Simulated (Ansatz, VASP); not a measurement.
## Two plane-wave programs on TiS2

```
CELL_PARAMETERS angstrom
3.40392 0.00000 0.00000
-1.70196 2.94788 0.00000
0.00000 0.00000 5.69703
ATOMIC_POSITIONS crystal
Ti 0.00000 0.00000 0.00000
S 0.33333 0.66667 0.24648
S 0.66667 0.33333 0.75352
```

Alike in both runs: functional r2SCAN; dispersion D3(BJ); k mesh 12 × 12 × 6; occupations gaussian, width 0.01 eV; no spin polarisation.

Ansatz relaxed the structure, and its values are those at the end. VASP's run is a single point on that final structure, the one shown.

```csv
,VASP,Ansatz
version,VASP 6.6.1,Ansatz 0.2.0
potentials or method,"VASP PAW PBE potentials, release 64 (Ti_sv, S), cutoff 550 eV","scalar-relativistic, plane waves, PAW"
valence electrons in the cell,24,24
```

Ansatz gave:

| Item | Value |
| --- | --- |
| gap on the k mesh at the Fermi level (eV) | 0.12 |
| least direct gap on the mesh (eV) | 0.61 |
| pressure (GPa) | 0.0 |
| rms of the force components (eV/Å) | 0.000 |

Q: Which values does VASP return?

A: gap on the k mesh at the Fermi level (eV): 0.14; least direct gap on the mesh (eV): 0.64; pressure (GPa): 0.1; rms of the force components (eV/Å): 0.006.

VASP's potentials were made for PBE, not for r2SCAN. Ansatz's warnings: dispersion damping borrowed.
